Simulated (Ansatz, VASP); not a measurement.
# InS3 in VASP and in Ansatz

```
In S
1.0
     5.77358    0.00000    0.00000
    -2.88679    5.00007    0.00000
     0.00000    0.00000    5.85728
In S
2 6
Cartesian
  0.0000 3.3334 1.4643
  2.8868 1.6667 4.3930
  -1.3501 1.2134 1.4643
  4.0477 -0.5625 4.3930
  2.5110 3.2241 1.4643
  4.2369 3.7866 4.3930
  -1.1609 5.5626 1.4643
  0.3758 1.7760 4.3930
```

Alike in both runs: functional PBE; k mesh 3 × 3 × 4; occupations gaussian, width 0.1 eV; no spin polarisation.

Ansatz relaxed the structure, and its values are those at the end. VASP's run is a single point on that final structure, the one shown.

|  | VASP | Ansatz |
| --- | --- | --- |
| version | VASP 6.6.1 | Ansatz 0.2.0 |
| potentials or method | VASP PAW PBE potentials, release 64 (In_d, S), cutoff 520 eV | scalar-relativistic, plane waves, PAW |
| valence electrons in the cell | 62 | 62 |

```tsv
	VASP	Ansatz	Ansatz less VASP
gap on the k mesh at the Fermi level (eV)	none	none	-
pressure (GPa)	-0.2	-0.1	+0.09
rms of the force components (eV/Å)	0.015	0.010	-0.0043
```

A gap of «none» marks a metal or a gap that the smearing closes. With one functional, cell and mesh, what is left measures potentials, basis and numerics.

The k mesh is coarse, so the values compare programs but aren't converged.
